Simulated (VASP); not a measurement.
A run of VASP 6.6.1 is set up as follows.

Contents of INCAR:

```
SYSTEM = SiNi3
PREC = Accurate
ENCUT = 520
EDIFF = 1E-7
ISMEAR = -1
SIGMA = 0.05
LREAL = .FALSE.
LASPH = .TRUE.
NELM = 150
ALGO = Normal
ISIF = 2
LWAVE = .FALSE.
LCHARG = .TRUE.
LNONCOLLINEAR = .TRUE.
MAGMOM = 0.484 0.09 0.393 -0.48 -0.194 0.583 -0.023 0.34 0.887 0 0 0
LORBIT = 11
LMAXMIX = 4
GGA = PE
LVHAR = .TRUE.
NBANDS = 48
```

File KPOINTS:

```
regular mesh
0
G
  6 6 6
  0 0 0
```

POSCAR

```
SiNi3
1.0
    3.5420000000      0.0000000000      0.0000000000
    0.0000000000      3.5420000000      0.0000000000
    0.0000000000      0.0000000000      3.5420000000
Ni Si
3 1
Direct
    0.5000000000      0.5000000000      0.0000000000
    0.5000000000      0.0000000000      0.5000000000
    0.0000000000      0.5000000000      0.5000000000
    0.0000000000      0.0000000000      0.0000000000
```

Potentials or basis: VASP PAW PBE potentials, release 64 (Ni, Si).

Run with:

```bash
$ cat potpaw_PBE.64/Ni/POTCAR potpaw_PBE.64/Si/POTCAR > POTCAR
$ mpirun -np 1 vasp_ncl > vasp.out
```

Question: Predict the pressure.

Answer: -5.9 GPa.

Question: Predict the band gap on the k mesh.

Answer: Zero (bands 34 and 35 overlap by 0.23 eV).

Question: Predict the net moment.

Answer: 0.00 μB per cell.

Moments on the atoms (μB; x, y, z):
```
Ni  0.00 0.00 0.00
Ni  0.00 0.00 0.00
Ni  0.00 0.00 0.00
Si  0.00 0.00 0.00
```

Caveat: the cell stands under tension.
